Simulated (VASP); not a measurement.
Runs of VASP 6.6.1 on Al2Ru. The structure is that of space group I4/mmm (No. 139), or close to it. The cells are those of the table. 

```csv
fixed moment (μB),cell,pressure (GPa),moment (μB),largest force (eV/Å)
0.75,"a = 4.474 Å, angles 141.7, 141.7, 55.3°, 3 atoms",(a),0.75,0.57
1.125,"a = 4.619 Å, angles 141.7, 141.7, 55.3°, 3 atoms",23.6,1.12,0.10
1.5,"a = 4.474 Å, angles 141.7, 141.7, 55.3°, 3 atoms",57.5,1.50,0.66
0.5625,"a = 4.474 Å, angles 141.7, 141.7, 55.3°, 3 atoms",50.7,0.56,0.59
```

Alike in all rows: task single point; level PBEsol; potentials or basis VASP PAW PBE potentials, release 64 (Al, Ru_pv); spin collinear, ferromagnetic start; k mesh 20 × 20 × 20; cutoff (eV) 520; smearing gaussian 0.15 eV.

Q: Fill in the values left out.

A: (a) 51.6.

Caveats: the cell stands under pressure; the PAW data sets were made with another functional, which shifts forces and pressure a little; the total moment is fixed, so each spin has its own Fermi level.
